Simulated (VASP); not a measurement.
# Hf (P6/mmm) in VASP: relaxation of cell and atoms with r2SCAN

Aim: the relaxation of cell and atoms of Hf with r2SCAN.

All numbers are computed with VASP 6.6.1; they aren't measurements. Logs are shortened: lines on timing, memory, paths and dates and some standing lists are left out, and cuts for length are marked.

## (1) The cell of the first run

It takes space group P6/mmm (No. 191, hexagonal). Conventional cell: a = 5.144 Å, b = 5.144 Å, c = 2.709 Å, α = 90.00°, β = 90.00°, γ = 120.00°. Within 3.6 Å of Hf (site symmetry -6m2) lie 5 Hf at 2.71 to 2.97 Å.

This isn't the form of Hf at room conditions, which is hcp.

## (2) Relaxation of cell and atoms, r2SCAN

POSCAR

```
Hf
1.0
    5.1442388390      0.0000000000      0.0000000000
   -2.5721194195      4.4550415177      0.0000000000
    0.0000000000      0.0000000000      2.7087586204
Hf
2
Direct
    0.3333333333      0.6666666667      0.0000000000
    0.6666666667      0.3333333333      0.0000000000
```

INCAR.step1

```
PREC = Accurate
ENCUT = 600
ISMEAR = 0
SIGMA = 0.1
LREAL = False
LASPH = True
NELM = 100
GGA = PE
ALGO = Normal
EDIFF = 1E-4
LWAVE = True
LCHARG = False
```

INCAR.step2

```
PREC = Accurate
ENCUT = 600
EDIFF = 1E-6
ISMEAR = 0
SIGMA = 0.1
LREAL = False
LASPH = True
NELM = 100
ALGO = Normal
ISIF = 3
LWAVE = False
LCHARG = False
METAGGA = R2SCAN
LMIXTAU = True
IBRION = 2
NSW = 100
EDIFFG = -0.01
ISTART = 1
```

KPOINTS

```
Automatic mesh
0
Gamma
  12 12 20
```

Potentials or basis: VASP PAW PBE potentials, release 64 (Hf_pv).

Command:

```
cat potpaw_PBE.64/Hf_pv/POTCAR > POTCAR
cp INCAR.step1 INCAR
mpirun -np 1 vasp_std > vasp.out
cp INCAR.step2 INCAR
mpirun -np 1 vasp_std > vasp.out
```

OUTCAR:

```text
PREC = Accurate
   ENCUT = 600
   EDIFF = 1E-6
   ISMEAR = 0
   LREAL = False
   LASPH = True
   NELM = 100
   ISIF = 3
   METAGGA = R2SCAN
   IBRION = 2
   NSW = 100
   EDIFFG = -0.01
   ISTART = 1

 ion  position               nearest neighbor table
   1  0.333  0.667  0.000-   2 2.97   2 2.97   2 2.97
   2  0.667  0.333  0.000-   1 2.97   1 2.97   1 2.97

  LATTYP: Found a hexagonal cell.
 ALAT       =     5.1442388390
 C/A-ratio  =     0.5265615974

  Lattice vectors:

 A1 = (   5.1442388390,   0.0000000000,   0.0000000000)
 A2 = (  -2.5721194195,   4.4550415177,   0.0000000000)
 A3 = (   0.0000000000,   0.0000000000,   2.7087586204)

Analysis of symmetry for initial positions (statically):
=====================================================================
 Subroutine PRICEL returns:
 Original cell was already a primitive cell.

 Routine SETGRP: Setting up the symmetry group for a
 hexagonal supercell.

 Subroutine GETGRP returns: Found 24 space group operations
 (whereof 24 operations were pure point group operations)
 out of a pool of 24 trial point group operations.

The static configuration has the point symmetry D_6h.

Analysis of symmetry for dynamics (positions and initial velocities):
=====================================================================
 Subroutine PRICEL returns:
 Original cell was already a primitive cell.

 Routine SETGRP: Setting up the symmetry group for a
 hexagonal supercell.

 Subroutine GETGRP returns: Found 24 space group operations
 (whereof 24 operations were pure point group operations)
 out of a pool of 24 trial point group operations.

The dynamic configuration has the point symmetry D_6h.

 Subroutine INISYM returns: Found 24 space group operations
 (whereof 24 operations are pure point group operations),
 and found     1 'primitive' translations

----------------------------------------------------------------------------------------

                                     Primitive cell

  volume of cell :      62.0788

  direct lattice vectors                    reciprocal lattice vectors
     5.144238839  0.000000000  0.000000000     0.194392218  0.112232400  0.000000000
    -2.572119419  4.455041518  0.000000000     0.000000000  0.224464799  0.000000000
[... 105 lines left out ...]
     AMIX_MAG =   1.60;   BMIX_MAG =  1.00
  volume/ion in A,a.u.               =      31.04       209.46
  Fermi-wavevector in a.u.,A,eV,Ry     =   1.122287  2.120814 17.136907  1.259527
  Thomas-Fermi vector in A             =   2.258946
   LORBIT       =      0    0 simple, 1 ext, 2 COOP (PROOUT), +10 PAW based schemes
   METAGGA = R2SCAN    functional components
   LHFCALC =     F    Hartree Fock is set to
   AEXX    =    0.0000 exact exchange contribution
   IVDW    =     0    specifies the selected vdW correction
   LEPSILON=     F    determine dielectric tensor
   LRPA    =     F    only Hartree local field effects (RPA)
 conjugate gradient relaxation of ions
 non-spin polarized calculation
 Gauss-broadening in eV      SIGMA  =   0.10
  energy-cutoff  :      600.00
  volume of cell :       62.08
 maximum number of plane-waves:      2111
 NGX is ok and might be reduce to    42
   NGX = 21   NGY = 21   NGZ = 11

--------------------------------------- Ionic step        1  -------------------------------------------

 number of electron      20.0000001 magnetization

 Free energy of the ion-electron system (eV)
  ---------------------------------------------------
  ext. energy  EPLUGINS =         0.00000000
  ---------------------------------------------------
  free energy    TOTEN  =       -86.54378370 eV

  energy without entropy =      -86.52811054  energy(sigma->0) =      -86.53594712

------------------------ aborting loop because EDIFF is reached ----------------------------------------

  FORCE on cell =-STRESS in cart. coord.  units (eV):
  Direction    XX          YY          ZZ          XY          YZ          ZX
  --------------------------------------------------------------------------------------
  -------------------------------------------------------------------------------------
  Total       -0.0369594     -0.0369594     -0.0795332      0.0000000      0.0000000      0.0000000
  in kB       -0.9538778     -0.9538778     -2.0526533      0.0000000      0.0000000      0.0000000
  external PRESSURE =      -1.3201363 kB  Pullay stress =       0.0000000 kB
[... 95 lines left out ...]
--------------------------------------- Ionic step        4  -------------------------------------------

 number of electron      20.0000002 magnetization

 Free energy of the ion-electron system (eV)
  ---------------------------------------------------
  ext. energy  EPLUGINS =         0.00000000
  ---------------------------------------------------
  free energy    TOTEN  =       -86.54384567 eV

  energy without entropy =      -86.52828847  energy(sigma->0) =      -86.53606707

 E-fermi :   2.1530     XC(G=0): -10.1068

 val. band max:        2.1495078146   @ k =   0.4167   0.0000   0.1000
 cond. band min:       2.1553693252   @ k =   0.0833  -0.0000   0.1000
 fundamental gap:      0.0058615106
 Fermi energy:         2.1530396249

 k-point     1 :       0.0000    0.0000    0.0000
  band No.  band energies     occupation
      1     -29.8272      2.00000
      2     -29.8272      2.00000
      3     -29.2827      2.00000
      4     -29.2827      2.00000
      5     -28.6378      2.00000
      6     -28.5425      2.00000
      7      -3.7449      2.00000
      8       0.5909      2.00000
      9       0.6997      2.00000
     10       2.2889      0.05470
     11       2.2889      0.05470
     12       2.2920      0.04933
     13       2.2920      0.04933
     14       7.4480      0.00000
[... 377 lines left out ...]
      1     -29.8540      2.00000
      2     -29.7320      2.00000
      3     -29.3740      2.00000
      4     -29.2431      2.00000
      5     -28.6644      2.00000
      6     -28.6079      2.00000
      7      -2.7383      2.00000
      8      -0.2746      2.00000
      9       1.0411      2.00000
     10       1.2317      2.00000
     11       1.8020      2.00000
     12       2.1139      1.42001
     13       3.3953      0.00000
     14       6.3440      0.00000

 [... further k-points ...]

------------------------ aborting loop because EDIFF is reached ----------------------------------------

  FORCE on cell =-STRESS in cart. coord.  units (eV):
  Direction    XX          YY          ZZ          XY          YZ          ZX
  --------------------------------------------------------------------------------------
  -------------------------------------------------------------------------------------
  Total       -0.0114936     -0.0114936      0.0048612      0.0000000      0.0000000      0.0000000
  in kB       -0.2971791     -0.2971791      0.1256903      0.0000000      0.0000000      0.0000000
  external PRESSURE =      -0.1562226 kB  Pullay stress =       0.0000000 kB
[... 17 lines left out ...]
  FREE ENERGIE OF THE ION-ELECTRON SYSTEM (eV)
  ---------------------------------------------------
  free  energy   TOTEN  =       -86.5438456748 eV

  energy  without entropy=      -86.5282884721  energy(sigma->0) =      -86.53606707

 reached required accuracy - stopping structural energy minimisation
```

OSZICAR.step1:

```text
N       E                     dE             d eps       ncg     rms          rms(c)
DAV:   1     0.578215477476E+02    0.57822E+02   -0.12421E+04  6004   0.145E+03
DAV:   2    -0.139221149771E+02   -0.71744E+02   -0.70392E+02  7280   0.276E+02
DAV:   3    -0.167956414236E+02   -0.28735E+01   -0.27728E+01  8104   0.351E+01
DAV:   4    -0.168537367722E+02   -0.58095E-01   -0.57743E-01  7490   0.562E+00
DAV:   5    -0.168553986664E+02   -0.16619E-02   -0.16612E-02  9120   0.682E-01    0.451E+01
DAV:   6    -0.164955562788E+02    0.35984E+00   -0.37698E-01  6422   0.420E+00    0.262E+01
DAV:   7    -0.163801712521E+02    0.11539E+00   -0.52682E-01  6900   0.490E+00    0.141E+00
DAV:   8    -0.163726609570E+02    0.75103E-02   -0.55455E-02  6740   0.152E+00    0.282E-01
DAV:   9    -0.163726373034E+02    0.23654E-04   -0.13972E-03  8552   0.244E-01    0.173E-01
DAV:  10    -0.163726516500E+02   -0.14347E-04   -0.13072E-04  5216   0.768E-02
   1 F= -.16372652E+02 E0= -.16363874E+02  d E =-.175554E-01
```

Run time: 61 min. Hardware: 1 thread of Oxide Virtual Turin-like, shared host; peak memory 0.33 GiB.

Results:

* Free energy: -86.5438 eV
* Relaxed volume: 30.98 Å³/atom
* Relaxed cell: a = 5.142 Å, b = 5.142 Å, c = 2.706 Å, α = 90.00°, β = 90.00°, γ = 120.00°
* Space group after relaxing (to 0.1 Å): P6/mmm (No. 191)
* Energy gained by relaxing: 0.0 meV/atom
* Ionic steps: 4
* Pressure after relaxing: 0.0 GPa
* Band gap on the k mesh: zero (bands 10 and 11 overlap by 1.75 eV)

Final structure:
```cif
data_structure
_symmetry_space_group_name_H-M 'P 1'
_symmetry_Int_Tables_number 1
_cell_length_a 5.1420
_cell_length_b 5.1420
_cell_length_c 2.7062
_cell_angle_alpha 90.000
_cell_angle_beta 90.000
_cell_angle_gamma 120.000
_cell_volume 61.97
loop_
_atom_site_label
_atom_site_type_symbol
_atom_site_fract_x
_atom_site_fract_y
_atom_site_fract_z
_atom_site_occupancy
Hf1 Hf 0.33333 0.66667 0.00000 1
Hf2 Hf 0.66667 0.33333 0.00000 1
```

Caveat: the PAW data sets were made with another functional, which shifts forces and pressure a little; spin-orbit coupling is left out, which moves the levels of the heavy elements.
